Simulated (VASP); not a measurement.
# Tl3MoIr (Pm-3m) in VASP: single point with PBE

Aim: the single point of Tl3MoIr with PBE.

Program: VASP 6.6.1. These are calculated values, not measurements. Logs are shortened: lines on timing, memory, paths and dates and some standing lists are left out, and cuts for length are marked.

### Step 1. The cell of the first run

Symmetry: Pm-3m, No. 221, cubic system. Conventional cell: a = 5.069 Å, b = 5.069 Å, c = 5.069 Å, α = 90.00°, β = 90.00°, γ = 90.00°. Within 3.3 Å of Tl (site symmetry 4/mmm) lie 2 Mo at 2.53 Å. Within 3.3 Å of Mo (site symmetry m-3m) lie 6 Tl at 2.53 Å. Ir (site symmetry m-3m) has 12 Tl at 3.58 Å and 8 Mo at 4.39 Å within 4.7 Å.

### Step 2. Single point, PBE

The input, INCAR:

```
  PREC = Accurate
  ENCUT = 520
  EDIFF = 1E-7
  ISMEAR = 0
  SIGMA = 0.1
  LREAL = False
  LASPH = True
  NELM = 80
  ALGO = Fast
  ISIF = 2
  LWAVE = False
  LCHARG = True
  GGA = PE
  LELF = True
  LVHAR = True
  NBANDS = 39
```

The input, KPOINTS:

```
regular mesh
0
Gamma
  4 4 4
```

The input, POSCAR:

```
Tl3MoIr
1.0
    5.0686602100      0.0000000000      0.0000000000
    0.0000000000      5.0686602100      0.0000000000
    0.0000000000      0.0000000000      5.0686602100
Tl Mo Ir
3 1 1
Direct
    0.5000000000      0.0000000000      0.0000000000
    0.0000000000      0.5000000000      0.0000000000
    0.0000000000      0.0000000000      0.5000000000
    0.0000000000      0.0000000000      0.0000000000
    0.5000000000      0.5000000000      0.5000000000
```

Potentials or basis: VASP PAW PBE potentials, release 64 (Tl_d, Mo_sv, Ir).

Command:

```console
$ cat potpaw_PBE.64/Tl_d/POTCAR potpaw_PBE.64/Mo_sv/POTCAR potpaw_PBE.64/Ir/POTCAR > POTCAR
$ mpirun -np 1 vasp_std > vasp.out
```

OUTCAR:

```text
PREC = Accurate
   ENCUT = 520
   EDIFF = 1E-7
   ISMEAR = 0
   LREAL = False
   LASPH = True
   NELM = 80
   ISIF = 2
   GGA = PE

 ion  position               nearest neighbor table
   1  0.500  0.000  0.000-   4 2.53   4 2.53   2 3.58   5 3.58   3 3.58   5 3.58   2 3.58   5 3.58
                             5 3.58   2 3.58   3 3.58   3 3.58   3 3.58   2 3.58
   2  0.000  0.500  0.000-   4 2.53   4 2.53   1 3.58   5 3.58   3 3.58   5 3.58   1 3.58   3 3.58
                             3 3.58   3 3.58   1 3.58   5 3.58   5 3.58   1 3.58
   3  0.000  0.000  0.500-   4 2.53   4 2.53   1 3.58   5 3.58   1 3.58   2 3.58   2 3.58   2 3.58
                             5 3.58   2 3.58   1 3.58   5 3.58   1 3.58   5 3.58
   4  0.000  0.000  0.000-   1 2.53   2 2.53   3 2.53   3 2.53   2 2.53   1 2.53
   5  0.500  0.500  0.500-   1 3.58   2 3.58   3 3.58   1 3.58   2 3.58   1 3.58   3 3.58   1 3.58
                             2 3.58   3 3.58   2 3.58   3 3.58

  LATTYP: Found a simple cubic cell.
 ALAT       =     5.0686602100

  Lattice vectors:

 A1 = (   5.0686602100,   0.0000000000,   0.0000000000)
 A2 = (   0.0000000000,   5.0686602100,   0.0000000000)
 A3 = (   0.0000000000,   0.0000000000,   5.0686602100)

Analysis of symmetry for initial positions (statically):
=====================================================================
 Subroutine PRICEL returns:
 Original cell was already a primitive cell.

 Routine SETGRP: Setting up the symmetry group for a
 simple cubic supercell.

 Subroutine GETGRP returns: Found 48 space group operations
 (whereof 48 operations were pure point group operations)
 out of a pool of 48 trial point group operations.

The static configuration has the point symmetry O_h .

Analysis of symmetry for dynamics (positions and initial velocities):
=====================================================================
 Subroutine PRICEL returns:
 Original cell was already a primitive cell.

 Routine SETGRP: Setting up the symmetry group for a
 simple cubic supercell.

 Subroutine GETGRP returns: Found 48 space group operations
 (whereof 48 operations were pure point group operations)
 out of a pool of 48 trial point group operations.

The dynamic configuration has the point symmetry O_h .

 Subroutine INISYM returns: Found 48 space group operations
 (whereof 48 operations are pure point group operations),
 and found     1 'primitive' translations

----------------------------------------------------------------------------------------

                                     Primitive cell

  volume of cell :     130.2206

  direct lattice vectors                    reciprocal lattice vectors
     5.068660210  0.000000000  0.000000000     0.197290795  0.000000000  0.000000000
     0.000000000  5.068660210  0.000000000     0.000000000  0.197290795  0.000000000
     0.000000000  0.000000000  5.068660210     0.000000000  0.000000000  0.197290795

  length of vectors
     5.068660210  5.068660210  5.068660210     0.197290795  0.197290795  0.197290795

  position of ions in fractional coordinates (direct lattice)
     0.500000000  0.000000000  0.000000000
     0.000000000  0.500000000  0.000000000
     0.000000000  0.000000000  0.500000000
     0.000000000  0.000000000  0.000000000
     0.500000000  0.500000000  0.500000000

  ion indices of the primitive-cell ions
   primitive index   ion index
                 1           1
                 2           2
                 3           3
                 4           4
                 5           5

----------------------------------------------------------------------------------------

 KPOINTS: regular mesh

Automatic generation of k-mesh.
 Grid dimensions read from file:
 generate k-points for:    4    4    4

 Generating k-lattice:

  Cartesian coordinates                     Fractional coordinates (reciprocal lattice)
     0.049322699  0.000000000  0.000000000     0.250000000  0.000000000  0.000000000
     0.000000000  0.049322699  0.000000000     0.000000000  0.250000000  0.000000000
     0.000000000  0.000000000  0.049322699     0.000000000  0.000000000  0.250000000

  Length of vectors
     0.049322699  0.049322699  0.049322699

  Shift w.r.t. Gamma in fractional coordinates (k-lattice)
     0.000000000  0.000000000  0.000000000

 Subroutine IBZKPT returns following result:
 ===========================================

 Found     10 irreducible k-points:

 Following reciprocal coordinates:
            Coordinates               Weight
  0.000000  0.000000  0.000000      1.000000
  0.250000  0.000000  0.000000      6.000000
  0.500000  0.000000  0.000000      3.000000
  0.250000  0.250000  0.000000     12.000000
  0.500000  0.250000  0.000000     12.000000
  0.500000  0.500000  0.000000      3.000000
  0.250000  0.250000  0.250000      8.000000
  0.500000  0.250000  0.250000     12.000000
  0.500000  0.500000  0.250000      6.000000
  0.500000  0.500000  0.500000      1.000000
   k-points           NKPTS =     10   k-points in BZ     NKDIM =     10   number of bands    NBANDS=     39
   number of dos      NEDOS =    301   number of ions     NIONS =      5
   total plane-waves  NPLWV =  64000
   dimension x,y,z NGX =    40 NGY =   40 NGZ =   40
   dimension x,y,z NGXF=    80 NGYF=   80 NGZF=   80
   ions per type =               3   1   1
   NGX,Y,Z   is equivalent  to a cutoff of  13.12, 13.12, 13.12 a.u.
   NGXF,Y,Z  is equivalent  to a cutoff of  26.24, 26.24, 26.24 a.u.
 SYSTEM =  unknown system
   PREC   = accura    normal or accurate (medium, high low for compatibility)
   ISTART =      0    job   : 0-new  1-cont  2-samecut
   ICHARG =      2    charge: 1-file 2-atom 10-const
   ISPIN  =      1    spin polarized calculation?
   LNONCOLLINEAR =      F non collinear calculations
   LSORBIT =      F    spin-orbit coupling
   LASPH  =      T    aspherical Exc in radial PAW
   ENCUT  =  520.0 eV  38.22 Ry    6.18 a.u.   9.42  9.42  9.42*2*pi/ulx,y,z
   NELM   =     80;   NELMIN=  2; NELMDL= -5     # of ELM steps
   EDIFF  = 0.1E-06   stopping-criterion for ELM
   LREAL  =      F    real-space projection
   EDIFFG = 0.1E-05   stopping-criterion for IOM
   NSW    =      0    number of steps for IOM
   IBRION =     -1    ionic relax: 0-MD 1-quasi-New 2-CG
   NFREE  =      0    steps in history (QN), initial steepest desc. (CG)
   ISIF   =      2    stress and relaxation
   ISYM   =      2    0-nonsym 1-usesym 2-fastsym
   POTIM  = 0.5000    time-step for ionic-motion
   TEBEG  =    0.0;   TEEND  =   0.0 temperature during run
   PSTRESS=    0.0 pullay stress
   NELECT =      62.0000    total number of electrons
   NUPDOWN=      -1.0000    fix difference up-down
   EMIN   =  10.00;   EMAX   =-10.00  energy-range for DOS
   EFERMI =   0.00;   METHOD = LEGACY
   ISMEAR =     0;   SIGMA  =   0.10  broadening in eV -4-tet -1-fermi 0-gaus
   EFERMI_NEDOS =   21; number of points for ismear=-14 and -15
   IALGO  =     68    algorithm
   IMIX   =      4    mixing-type and parameters
     AMIX     =   0.40;   BMIX     =  1.00
     AMIX_MAG =   1.60;   BMIX_MAG =  1.00
  volume/ion in A,a.u.               =      26.04       175.75
  Fermi-wavevector in a.u.,A,eV,Ry     =   1.278338  2.415708 22.233919  1.634147
  Thomas-Fermi vector in A             =   2.410886
   LORBIT       =      0    0 simple, 1 ext, 2 COOP (PROOUT), +10 PAW based schemes
   GGA     = PE    functional components
   LHFCALC =     F    Hartree Fock is set to
   AEXX    =    0.0000 exact exchange contribution
   IVDW    =     0    specifies the selected vdW correction
   LEPSILON=     F    determine dielectric tensor
   LRPA    =     F    only Hartree local field effects (RPA)
 non-spin polarized calculation
 RMM-DIIS sequential band-by-band and
 Gauss-broadening in eV      SIGMA  =   0.10
  energy-cutoff  :      520.00
  volume of cell :      130.22
 maximum number of plane-waves:      3544
 NGX is ok and might be reduce to    40
   NGX = 19   NGY = 19   NGZ = 19

 number of electron      62.0000018 magnetization

 Free energy of the ion-electron system (eV)
  ---------------------------------------------------
  ext. energy  EPLUGINS =         0.00000000
  ---------------------------------------------------
  free energy    TOTEN  =       -17.50864075 eV

  energy without entropy =      -17.43844562  energy(sigma->0) =      -17.47354318

 E-fermi :   5.7308     XC(G=0): -10.4166

 val. band max:        5.7139697957   @ k =   0.5000   0.5000   0.0000
 cond. band min:       5.7415514947   @ k =   0.5000   0.2500   0.2500
 fundamental gap:      0.0275816990
 Fermi energy:         5.7308230681

 k-point     1 :       0.0000    0.0000    0.0000
  band No.  band energies     occupation
      1     -54.6032      2.00000
      2     -28.8504      2.00000
      3     -28.8504      2.00000
      4     -28.8504      2.00000
      5      -6.0853      2.00000
      6      -6.0092      2.00000
[... 31 lines left out ...]
     38       9.9026      0.00000
     39       9.9026      0.00000

 k-point     2 :       0.2500    0.0000    0.0000
  band No.  band energies     occupation
      1     -54.6025      2.00000
      2     -28.8675      2.00000
      3     -28.8508      2.00000
      4     -28.8508      2.00000
      5      -6.0600      2.00000
      6      -6.0068      2.00000
[... 31 lines left out ...]
     38       9.9310      0.00000
     39       9.9310      0.00000

 k-point     3 :       0.5000    0.0000    0.0000
  band No.  band energies     occupation
      1     -54.6019      2.00000
      2     -28.8845      2.00000
      3     -28.8512      2.00000
      4     -28.8512      2.00000
      5      -6.0559      2.00000
      6      -6.0045      2.00000
[... 244 lines left out ...]
 k-point     9 :       0.5000    0.5000    0.2500
  band No.  band energies     occupation
      1     -54.6000      2.00000
      2     -28.8857      2.00000
      3     -28.8857      2.00000
      4     -28.8691      2.00000
      5      -5.7974      2.00000
      6      -5.6059      2.00000
[... 31 lines left out ...]
     38      12.1284      0.00000
     39      12.1284      0.00000

 k-point    10 :       0.5000    0.5000    0.5000
  band No.  band energies     occupation
      1     -54.5993      2.00000
      2     -28.8861      2.00000
      3     -28.8861      2.00000
      4     -28.8861      2.00000
      5      -5.6219      2.00000
      6      -5.6219      2.00000
[... 31 lines left out ...]
     38      13.7552      0.00000
     39      13.7552      0.00000

------------------------ aborting loop because EDIFF is reached ----------------------------------------

  FORCE on cell =-STRESS in cart. coord.  units (eV):
  Direction    XX          YY          ZZ          XY          YZ          ZX
  --------------------------------------------------------------------------------------
  -------------------------------------------------------------------------------------
  Total        7.2044129      7.2044129      7.2044129      0.0000000      0.0000000     -0.0000000
  in kB       88.6399781     88.6399781     88.6399781      0.0000000      0.0000000     -0.0000000
  external PRESSURE =      88.6399781 kB  Pullay stress =       0.0000000 kB

 VOLUME and BASIS-vectors are now :
 -----------------------------------------------------------------------------
  energy-cutoff  :      520.00
  volume of cell :      130.22
      direct lattice vectors                 reciprocal lattice vectors
     5.068660210  0.000000000  0.000000000     0.197290795  0.000000000  0.000000000
     0.000000000  5.068660210  0.000000000     0.000000000  0.197290795  0.000000000
     0.000000000  0.000000000  5.068660210     0.000000000  0.000000000  0.197290795

 POSITION                                       TOTAL-FORCE (eV/Angst)
 -----------------------------------------------------------------------------------
      2.53433      0.00000      0.00000         0.000000      0.000000      0.000000
      0.00000      2.53433      0.00000         0.000000      0.000000      0.000000
      0.00000      0.00000      2.53433         0.000000      0.000000      0.000000
      0.00000      0.00000      0.00000         0.000000      0.000000      0.000000
      2.53433      2.53433      2.53433         0.000000      0.000000      0.000000
 -----------------------------------------------------------------------------------
    total drift:                               -0.000000      0.000000     -0.000000

  FREE ENERGIE OF THE ION-ELECTRON SYSTEM (eV)
  ---------------------------------------------------
  free  energy   TOTEN  =       -17.5086407466 eV

  energy  without entropy=      -17.4384456210  energy(sigma->0) =      -17.47354318
```

Run time: 58 s. Hardware: 1 thread of AMD EPYC 9R45 (Zen 5), shared host; peak memory 0.22 GiB.

What came out:

```
Free energy            : -17.5086 eV
Pressure               : 8.9 GPa
Band gap on the k mesh : zero (band 31 reaches 6.14 eV, above the bottom of band 32 at 5.57 eV)
```

Caveat: spin-orbit coupling is left out, which moves the levels of the heavy elements.
